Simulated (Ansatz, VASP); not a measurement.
# Mo2C3 in VASP and in Ansatz

```xyz
5
Lattice="1.5334 0.8853 8.0052 -1.5334 0.8853 8.0052 0.0000 -1.7706 8.0052" Properties=species:S:1:pos:R:3 pbc="T T T"
Mo    0.0000    0.0000    9.3715
Mo    0.0000    0.0000   14.6441
C     0.0000    0.0000    0.0000
C     0.0000    0.0000    5.6418
C     0.0000    0.0000   18.3738
```

Alike in both runs: functional PBE; k mesh 6 × 6 × 6; occupations gaussian, width 0.1 eV; no spin polarisation.

Ansatz relaxed the structure, and its values are those at the end. VASP's run is a single point on that final structure, the one shown.

|  | VASP | Ansatz |
| --- | --- | --- |
| version | VASP 6.6.1 | Ansatz 0.2.0 |
| potentials or method | VASP PAW PBE potentials, release 64 (Mo_sv, C), cutoff 520 eV | scalar-relativistic, plane waves, PAW |
| valence electrons in the cell | 40 | 40 |

Ansatz gave:

```
gap on the k mesh at the Fermi level (eV) : 0.32
least direct gap on the mesh (eV)         : 0.32
pressure (GPa)                            : 0.1
rms of the force components (eV/Å)        : 0.002
```

Q: What did VASP give for the same quantities?

A: gap on the k mesh at the Fermi level (eV): 0.32; least direct gap on the mesh (eV): 0.32; pressure (GPa): 0.4; rms of the force components (eV/Å): 0.006.

The functional is the same, so the differences come from potentials, cutoffs and numerics.
